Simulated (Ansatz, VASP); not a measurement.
Two plane-wave programs on Ni

```
CELL_PARAMETERS angstrom
2.48816 0.00000 0.00000
-1.24408 2.15481 0.00000
0.00000 0.00000 4.13959
ATOMIC_POSITIONS crystal
Ni 0.33333 0.66667 0.25000
Ni 0.66667 0.33333 0.75000
```

Alike in both runs: task single point; functional PBEsol; k mesh 16 × 16 × 8; occupations fermi-dirac, width 0.1 eV; collinear spin.

```csv
,VASP,Ansatz
version,VASP 6.6.1,Ansatz 0.2.0
potentials or method,"VASP PAW PBE potentials, release 64 (Ni), cutoff 520 eV","plane waves, PAW"
valence electrons in the cell,20,36
```

|  | VASP | Ansatz | Ansatz less VASP |
| --- | --- | --- | --- |
| net moment per atom (μB) | 0.00 | 0.63 | +0.631 |
| size of the moment on the site where the two differ most (μB) | 0.00 | 0.67 | +0.666 |

The net moments are unlike, so the other rows may belong to different states. VASP's potentials were made for PBE, not for PBEsol. Site moments also hang on the region over which each program counts them. VASP's potentials hold 20 valence electrons a cell and Ansatz's 36, so a difference there can come from the potentials and not from the codes. Ansatz's warnings: seeded moment not kept, structure snapped to symmetry.
